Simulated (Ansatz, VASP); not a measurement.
**Two plane-wave programs on Ca**

Contents of INCAR:

```
PREC = Accurate ; ENCUT = 600
EDIFF = 1E-7 ; ISMEAR = 0
SIGMA = 0.1 ; LREAL = False
LASPH = True ; NELM = 80
ALGO = Fast ; ISIF = 3
LWAVE = False ; LCHARG = False
GGA = PE ; IBRION = 2
NSW = 100 ; EDIFFG = -0.01
```

The input KPOINTS:

```
regular mesh
0
Gamma
  14 14 14
```

POSCAR

```
Ca
1.0
   -2.0964874600      2.1017318100      2.4453524600
    2.0964874600     -2.1017318100      2.4453524600
    2.0964874600      2.1017318100     -2.4453524600
Ca
1
Direct
    0.5000000000      0.5000000000      0.0000000000
```

Input for Ansatz:

```yaml
crystal:
  lattice:
    - [-2.09648746, 2.10173181, 2.44535246]
    - [2.09648746, -2.10173181, 2.44535246]
    - [2.09648746, 2.10173181, -2.44535246]
  atoms:
    - { symbol: Ca, position: [0.5, 0.5, 0.0] }
basis:
  ecutwfc: 420
kpoints:
  mp_grid: { grid: [14, 14, 14] }
hamiltonian:
  xc: pbe
scf:
  occupations: { method: gaussian, width: 0.1 }
output:
  forces: true
  stress: true
  eigenvalues: true
relax:
  adjacent_minimum: "off"
  f_tol: 0.01
  max_steps: 80
  cell: { stress_tol: 0.05 }
```

Alike in both runs: task relaxation of cell and atoms; functional PBE; k mesh 14 × 14 × 14; occupations gaussian, width 0.1 eV; no spin polarisation.

|  | VASP | Ansatz |
| --- | --- | --- |
| version | VASP 6.6.1 | Ansatz 0.2.0 |
| potentials or method | VASP PAW PBE potentials, release 64 (Ca_sv), cutoff 600 eV | scalar-relativistic, plane waves, PAW |
| valence electrons in the cell | 10 | 10 |

|  | VASP | Ansatz | Ansatz less VASP |
| --- | --- | --- | --- |
| gap on the k mesh at the Fermi level, each at its own relaxed structure (eV) | none | none | - |
| relaxed volume (Å³/atom) | 42.31 | 42.13 | -0.183 |
| relaxed length of the cell vector where the two differ most in proportion (Å) | 3.911 | 3.903 | -0.0080 |

A gap of «none» marks a metal or a gap that the smearing closes.
